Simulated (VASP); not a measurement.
C: single point with PBE

C:

```
C
1.0
     1.79063    0.00000    0.00000
     0.00000    1.79063    0.00000
     0.00000    0.00000    5.14101
C
2
Direct
  0.00000 0.00000 0.85405
  0.00000 0.00000 0.14595
```

The cell was built from a structure type or drawn by symmetry, and may not be a known phase.

* Program: VASP 6.6.1
* Task: single point
* Functional: PBE
* Potentials or basis: VASP PAW PBE potentials, release 64 (C)
* Cutoff: 520 eV
* k mesh: 10 × 10 × 6
* Occupations: gaussian, width 0.1 eV
* Spin: no spin polarisation
* Dipole correction: no
* Further INCAR settings: ALGO = Normal; EDIFF = 1e-06; NBANDS = 11

The pressure is 0.5 GPa. The largest force is 0.076 eV/Å and the band gap on the k mesh is zero (bands 4 and 5 overlap by 8.07 eV).

Forces on the atoms (eV/Å):
```
C    0.000  0.000 -0.076
C    0.000  0.000  0.076
```

Stress tensor (GPa, compression positive):
```
0.03 0.00 0.00
0.00 0.03 0.00
0.00 0.00 1.29
```

Levels at points of the mesh, in eV from the Fermi level:
| k point | band 1 | band 2 | band 3 | band 4 | band 5 | band 6 | band 7 | band 8 |
| --- | --- | --- | --- | --- | --- | --- | --- | --- |
| (0.00, 0.00, 0.00) | -20.80 | -13.17 | -7.19 | 6.65 | 8.32 | 9.97 | 9.97 | 13.71 |
| (0.50, 0.00, 0.00) | -12.31 | -10.62 | -5.12 | -3.96 | -0.70 | 11.44 | 13.06 | 13.11 |
| (0.50, 0.50, 0.00) | -4.83 | -4.83 | -4.39 | 0.12 | 0.12 | 5.35 | 5.71 | 9.96 |
| (0.00, 0.00, 0.50) | -20.79 | -13.39 | -6.48 | 3.13 | 9.97 | 9.97 | 13.71 | 13.71 |
| (0.50, 0.00, 0.50) | -12.30 | -10.61 | -5.19 | -4.16 | -0.32 | 11.79 | 13.11 | 13.83 |
| (0.50, 0.50, 0.50) | -4.82 | -4.82 | -4.39 | 0.09 | 0.09 | 5.15 | 5.94 | 10.03 |

It took 11 s on 1 thread of Intel(R) Xeon(R) Platinum 8488C (Sapphire Rapids), on a shared host, peak memory 0.12 GiB.

Caveat: this functional lacks dispersion, which binds the layers, so the pressure and a relaxed spacing across them are unreliable.
